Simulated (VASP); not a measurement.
# Mg3SO3 in VASP: single point with PBE

Aim: the single point of Mg3SO3 with PBE.

Program: VASP 6.6.1. These are calculated values, not measurements. Logs are shortened: lines on timing, memory, paths and dates and some standing lists are left out, and cuts for length are marked.

## (1) The cell of the first run

The cell holds a slab with vacuum, 7 atoms: a = 3.009 Å, b = 3.009 Å, c = 19.780 Å, α = 90.00°, β = 90.00°, γ = 90.00°.

## (2) Single point, PBE, collinear spin

File INCAR:

```
PREC = Accurate
ENCUT = 520
EDIFF = 1E-6
ISMEAR = 0
SIGMA = 0.05
LREAL = F
LASPH = T
NELM = 150
ALGO = Normal
ISIF = 2
LWAVE = F
LCHARG = F
ISPIN = 2
MAGMOM = 0 0 0 0 0 0 2
LORBIT = 11
LDIPOL = T
IDIPOL = 3
DIPOL = 0.5 0.5 0.346
GGA = PE
NBANDS = 28
```

File KPOINTS:

```
Automatic mesh
0
Gamma
  9 9 1
```

File POSCAR:

```
Mg3SO3
1.0
    3.0085896345      0.0000000000      0.0000000000
    0.0000000000      3.0085896345      0.0000000000
    0.0000000000      0.0000000000     19.7799623498
Mg O S
3 3 1
Direct
    0.5000000000      0.5000000000      0.2022248541
    0.0000000000      0.0000000000      0.3100331121
    0.5000000000      0.5000000000      0.4161289127
    0.0000000000      0.0000000000      0.2022248541
    0.5000000000      0.5000000000      0.3095409237
    0.0000000000      0.0000000000      0.4186035445
    0.1250000000      0.5000000000      0.5616686621
```

Potentials or basis: VASP PAW PBE potentials, release 64 (Mg, O, S).

The run is started by

```bash
$ cat potpaw_PBE.64/Mg/POTCAR potpaw_PBE.64/O/POTCAR potpaw_PBE.64/S/POTCAR > POTCAR
$ mpirun -np 1 vasp_std > vasp.out
```

OUTCAR:

```text
PREC = Accurate
   ENCUT = 520
   EDIFF = 1E-6
   ISMEAR = 0
   LREAL = F
   LASPH = T
   NELM = 150
   ISIF = 2
   ISPIN = 2
   LORBIT = 11
   GGA = PE

 ion  position               nearest neighbor table
   1  0.500  0.500  0.202-   5 2.12   4 2.13   4 2.13   4 2.13   4 2.13   2 3.01   2 3.01   2 3.01
                             2 3.01
   2  0.000  0.000  0.310-   5 2.13   5 2.13   5 2.13   5 2.13   4 2.13   6 2.15   3 2.99   3 2.99
                             3 2.99   3 2.99   1 3.01   1 3.01   1 3.01   1 3.01
   3  0.500  0.500  0.416-   5 2.11   6 2.13   6 2.13   6 2.13   6 2.13   2 2.99   2 2.99   2 2.99
                             2 2.99   7 3.09
   4  0.000  0.000  0.202-   1 2.13   1 2.13   1 2.13   1 2.13   2 2.13
   5  0.500  0.500  0.310-   3 2.11   1 2.12   2 2.13   2 2.13   2 2.13   2 2.13
   6  0.000  0.000  0.419-   3 2.13   3 2.13   3 2.13   3 2.13   2 2.15
   7  0.125  0.500  0.562-   3 3.09

  LATTYP: Found a simple tetragonal cell.
 ALAT       =     3.0085896345
 C/A-ratio  =     6.5744966090

  Lattice vectors:

 A1 = (   3.0085896345,   0.0000000000,   0.0000000000)
 A2 = (   0.0000000000,   3.0085896345,   0.0000000000)
 A3 = (   0.0000000000,   0.0000000000,  19.7799623498)

Analysis of symmetry for initial positions (statically):
=====================================================================
 Subroutine PRICEL returns:
 Original cell was already a primitive cell.

 Routine SETGRP: Setting up the symmetry group for a
 simple tetragonal supercell.

 Subroutine GETGRP returns: Found  2 space group operations
 (whereof  2 operations were pure point group operations)
 out of a pool of 16 trial point group operations.

The static configuration has the point symmetry C_1h.

Analysis of symmetry for dynamics (positions and initial velocities):
=====================================================================
 Subroutine PRICEL returns:
 Original cell was already a primitive cell.

 Routine SETGRP: Setting up the symmetry group for a
 simple tetragonal supercell.

 Subroutine GETGRP returns: Found  2 space group operations
 (whereof  2 operations were pure point group operations)
 out of a pool of 16 trial point group operations.

The dynamic configuration has the point symmetry C_1h.

Analysis of structural, dynamic, and magnetic symmetry:
=====================================================================
 Subroutine PRICEL returns:
 Original cell was already a primitive cell.

 Routine SETGRP: Setting up the symmetry group for a
 simple tetragonal supercell.

[... 162 lines left out ...]
  free energy    TOTEN  =       -37.19118065 eV

  energy without entropy =      -37.18916300  energy(sigma->0) =      -37.19017183

 E-fermi :  -1.4773     XC(G=0):  -5.5262

 val. band max:       -1.4780827644   @ k =   0.4444   0.2222   0.0000
 cond. band min:      -1.4645365597   @ k =   0.3333   0.0000   0.0000
 fundamental gap:      0.0135462048
 Fermi energy:        -1.4773266967

 spin component 1

 k-point     1 :       0.0000    0.0000    0.0000
  band No.  band energies     occupation
      1     -18.7709      1.00000
      2     -18.0012      1.00000
      3     -17.6112      1.00000
      4     -13.9737      1.00000
      5      -5.3499      1.00000
      6      -4.4143      1.00000
[... 709 lines left out ...]
     26       8.9102      0.00000
     27       9.3353      0.00000

 [... further k-points ...]

 spin component 2

 k-point     1 :       0.0000    0.0000    0.0000
  band No.  band energies     occupation
      1     -18.7474      1.00000
      2     -17.9544      1.00000
      3     -17.5142      1.00000
      4     -13.5431      1.00000
      5      -5.2914      1.00000
      6      -4.0997      1.00000
[... 709 lines left out ...]
     26       8.9813      0.00000
     27       9.4924      0.00000

 [... further k-points ...]

 [bands above 27 left out]

------------------------ aborting loop because EDIFF is reached ----------------------------------------

 vacuum level on the upper side and lower side of the slab       (xc-potential included)         1.162        -1.163

  FORCE on cell =-STRESS in cart. coord.  units (eV):
  Direction    XX          YY          ZZ          XY          YZ          ZX
  --------------------------------------------------------------------------------------
  -------------------------------------------------------------------------------------
  Total       -6.8363306     -6.1968360     -0.1048764      0.0000000      0.0000000      0.0793063
  in kB      -61.1761676    -55.4535323     -0.9385056      0.0000000      0.0000000      0.7096867
  external PRESSURE =     -39.1894018 kB  Pullay stress =       0.0000000 kB

 VOLUME and BASIS-vectors are now :
 -----------------------------------------------------------------------------
  energy-cutoff  :      520.00
  volume of cell :      179.04
      direct lattice vectors                 reciprocal lattice vectors
     3.008589634  0.000000000  0.000000000     0.332381654  0.000000000  0.000000000
     0.000000000  3.008589634  0.000000000     0.000000000  0.332381654  0.000000000
     0.000000000  0.000000000 19.779962350     0.000000000  0.000000000  0.050556214

 POSITION                                       TOTAL-FORCE (eV/Angst)
 -----------------------------------------------------------------------------------
      1.50429      1.50429      4.00000         0.000486      0.000000      0.449816
      0.00000      0.00000      6.13244         0.003639      0.000000     -0.028806
      1.50429      1.50429      8.23101        -0.021132      0.000000      0.678659
      0.00000      0.00000      4.00000         0.001074      0.000000     -0.430152
      1.50429      1.50429      6.12271         0.005532      0.000000     -0.014434
      0.00000      0.00000      8.27996        -0.026567      0.000000     -0.651221
      0.37607      1.50429     11.10978         0.036967      0.000000     -0.003863
 -----------------------------------------------------------------------------------
    total drift:                                0.000207      0.000000     -0.001365

  FREE ENERGIE OF THE ION-ELECTRON SYSTEM (eV)
  ---------------------------------------------------
  free  energy   TOTEN  =       -37.1911806523 eV

  energy  without entropy=      -37.1891630047  energy(sigma->0) =      -37.19017183

 vacuum level on the upper side and lower side of the slab         5.204         2.815

 total charge

# of ion       s       p       d       tot
------------------------------------------
    1        0.141   0.150   0.062   0.352
    2        0.147   0.171   0.073   0.391
    3        0.138   0.151   0.063   0.352
    4        1.543   3.492   0.000   5.034
    5        1.543   3.542   0.000   5.085
    6        1.549   3.475   0.000   5.023
    7        1.413   2.034   0.000   3.447
--------------------------------------------------
tot          6.474  13.014   0.197  19.685

 magnetization (x)

# of ion       s       p       d       tot
------------------------------------------
    1       -0.000   0.000   0.000   0.000
    2        0.000   0.001   0.001   0.002
    3       -0.001  -0.001  -0.000  -0.002
    4       -0.000   0.001   0.000   0.001
    5        0.000   0.008   0.000   0.008
    6        0.002   0.090   0.000   0.092
    7        0.009   0.302   0.000   0.311
--------------------------------------------------
tot          0.011   0.401   0.001   0.412
```

OSZICAR:

```text
N       E                     dE             d eps       ncg     rms          rms(c)
DAV:   1     0.199918614407E+03    0.19992E+03   -0.12128E+04  2800   0.867E+02
DAV:   2    -0.171216412850E+02   -0.21704E+03   -0.20296E+03  3736   0.205E+02
DAV:   3    -0.428060131590E+02   -0.25684E+02   -0.25427E+02  3576   0.742E+01
[... 20 lines left out ...]
DAV:  24    -0.371911578043E+02   -0.38843E-04   -0.27274E-06  2868   0.105E-02    0.176E-03
DAV:  25    -0.371911735782E+02   -0.15774E-04   -0.21685E-06  2884   0.909E-03    0.124E-03
DAV:  26    -0.371911773423E+02   -0.37641E-05   -0.86823E-07  2496   0.492E-03    0.886E-04
DAV:  27    -0.371911799007E+02   -0.25584E-05   -0.40006E-07  2356   0.415E-03    0.519E-04
DAV:  28    -0.371911806523E+02   -0.75163E-06   -0.15426E-07  2408   0.251E-03
   1 F= -.37191181E+02 E0= -.37190172E+02  d E =-.201765E-02  mag=     0.6181
```

stdout:

```text
POSCAR found type information on POSCAR MgO S
 POSCAR found :  3 types and       7 ions
 scaLAPACK will be used
 LDA part: xc-table for (Slater+PW92), standard interpolation
 POSCAR, INCAR and KPOINTS ok, starting setup
 FFT: planning ... GRIDC
 FFT: planning ... GRID_SOFT
 FFT: planning ... GRID
 WAVECAR not read
 entering main loop
```

Wall time 5.8 min (1 thread of Intel Xeon Platinum 8488C (Sapphire Rapids), shared host); peak memory 0.44 GiB.

What came out:

- Free energy: -37.1912 eV
- Largest force: 0.679 eV/Å
- Net moment: 0.62 μB per cell
- Site moments: Mg +0.00, -0.00 (each value once); O +0.00, +0.01, +0.09; S +0.31 μB
- Valence electrons inside the program's atomic spheres: Mg 0.35, 0.39 (each value once); O 5.03, 5.08, 5.02; S 3.45

Forces in eV/Å, atoms in the order of the input:
```
Mg   0.000  0.000  0.450
Mg   0.004  0.000 -0.029
Mg  -0.021  0.000  0.679
O    0.001  0.000 -0.430
O    0.006  0.000 -0.014
O   -0.027  0.000 -0.651
S    0.037  0.000 -0.004
```

Caveat: a moment this small can come from the mesh or the smearing.
